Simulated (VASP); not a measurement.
Runs of VASP 6.6.1 on Al. The structure is that of space group Fm-3m (No. 225), or close to it. The cells are those of the table. 

| task | cell | k mesh | cutoff (eV) | gap on the mesh (eV) | pressure (GPa) |
| --- | --- | --- | --- | --- | --- |
| relaxation of cell and atoms | relaxed from a = 2.860 Å, angles 60.0°, 1 atom | 24 × 24 × 24 | 600 | none | 0.0 |
| single point | a = 2.856 Å, angles 60.0°, 1 atom | 8 × 8 × 8 | 500 | none | 0.2 |
| single point | a = 2.857 Å, angles 60.0°, 1 atom | 24 × 24 × 24 | 500 | none | 0.0 |
| single point | a = 2.861 Å, angles 121.3, 118.9, 89.8°, 1 atom | 8 × 8 × 8 | 520 | none | 0.1 |
| single point | a = 2.856 Å, angles 60.0°, 1 atom | 24 × 24 × 24 | 520 | none | 0.0 |
| relaxation of cell and atoms | relaxed from a = 2.856 Å, angles 60.0°, 1 atom | 8 × 8 × 8 | 500 | none | 0.2 |
| single point | a = 2.856 Å, angles 60.0°, 1 atom | 24 × 24 × 24 | 500 | none | 0.0 |
| single point | a = 2.933 Å, angles 122.4, 122.4, 85.8°, 1 atom | 8 × 8 × 8 | 500 | none | -2.8 |
| single point | a = 2.860 Å, angles 60.0°, 1 atom | 8 × 8 × 8 | 500 | none | (a) |

Alike in all rows: level PBE; potentials or basis VASP PAW PBE potentials, release 64 (Al); no spin polarisation; smearing gaussian 0.1 eV.

Estimate the missing entries.

(a) -0.1.

Caveats: some runs use coarse meshes; the relaxation stopped at its first step, so nothing moved (some runs).

A gap of «none» marks levels without a gap at the run's occupations.
